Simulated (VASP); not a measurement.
# SiF2: single point with PBE

The system is SiF2.

```
Si F
1.0
     0.00000    2.72009    2.72009
     2.72009    0.00000    2.72009
     2.72009    2.72009    0.00000
Si F
1 2
Direct
  0.00000 0.00000 0.00000
  0.25000 0.25000 0.25000
  0.75000 0.75000 0.75000
```

```
Program                : VASP 6.6.1
Task                   : single point
Functional             : PBE
Potentials or basis    : VASP PAW PBE potentials, release 64 (Si, F)
Cutoff                 : 520 eV
k mesh                 : 8 × 8 × 8
Occupations            : gaussian, width 0.02 eV
Spin                   : no spin polarisation
Dipole correction      : no
Further INCAR settings : ALGO = Normal; EDIFF = 1e-06; NBANDS = 16
```

```
Pressure               : -0.3 GPa
Band gap on the k mesh : 2.99 eV, indirect (least direct gap 3.30 eV)
```

Levels at points of the mesh, in eV from the valence-band top:
```
           k point  band 6  band 7  band 8  band 9  band 10  band 11  band 12  band 13
(0.00, 0.00, 0.00)   -4.14   -3.28   -3.28   -3.28     4.58     4.58     4.58    11.24
(0.50, 0.00, 0.00)   -4.29   -3.92   -3.92   -0.07     4.18     5.65     5.65    11.92
(0.50, 0.50, 0.00)   -2.87   -2.87   -2.60   -0.31     2.99     6.31     6.31     8.01
```

Run time: 27 s on 1 thread of Intel(R) Xeon(R) Platinum 8488C (Sapphire Rapids) (shared host), peak memory 0.16 GiB.

A k mesh can miss the band edges.
